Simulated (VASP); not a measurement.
Here is a VASP 6.6.1 calculation.

Contents of POSCAR:

```
SnO
1.0
    2.5164515803     -2.5164515803      0.0000000000
    2.5164515803      2.5164515803      0.0000000000
    0.0000000000      0.0000000000      8.1320370463
Sn O
4 4
Direct
    0.7500000000      0.2500000000      0.8925810263
    0.2500000000      0.7500000000      0.1074189737
    0.7500000000      0.2500000000      0.3925810263
    0.2500000000      0.7500000000      0.6074189737
    0.2500000000      0.2500000000      0.2500000000
    0.7500000000      0.7500000000      0.7500000000
    0.2500000000      0.2500000000      0.7500000000
    0.7500000000      0.7500000000      0.2500000000
```

The input INCAR.step1:

```
ALGO = Normal
EDIFF = 1E-4
ENCUT = 520
GGA = PE
ISMEAR = 0
LASPH = True
LCHARG = False
LREAL = False
LWAVE = True
NBANDS = 50
NELM = 100
PREC = Accurate
SIGMA = 0.1
```

Contents of INCAR.step2:

```
ALGO = Normal
EDIFF = 1E-7
ENCUT = 520
ISIF = 2
ISMEAR = 0
ISTART = 1
LASPH = True
LCHARG = False
LMIXTAU = True
LREAL = False
LWAVE = False
METAGGA = R2SCAN
NBANDS = 50
NELM = 100
PREC = Accurate
SIGMA = 0.1
```

KPOINTS

```
k-points
0
Gamma
  10 10 4
```

Potentials or basis: VASP PAW PBE potentials, release 64 (Sn_d, O).

Launch:

```sh
$ cat potpaw_PBE.64/Sn_d/POTCAR potpaw_PBE.64/O/POTCAR > POTCAR
$ cp INCAR.step1 INCAR
$ mpirun -np 1 vasp_std > vasp.out
$ cp INCAR.step2 INCAR
$ mpirun -np 1 vasp_std > vasp.out
```

(1) Estimate the pressure.

(2) Estimate the largest force.

(3) What does it give for the band gap on the k mesh?

## Answers

(1) 31.1 GPa.

(2) 0.168 eV/Å.

(3) zero (bands 40 and 41 overlap by 2.29 eV).

Caveat: the cell stands under pressure; the PAW data sets were made with another functional, which shifts forces and pressure a little; spin-orbit coupling is left out, which moves the levels of the heavy elements.
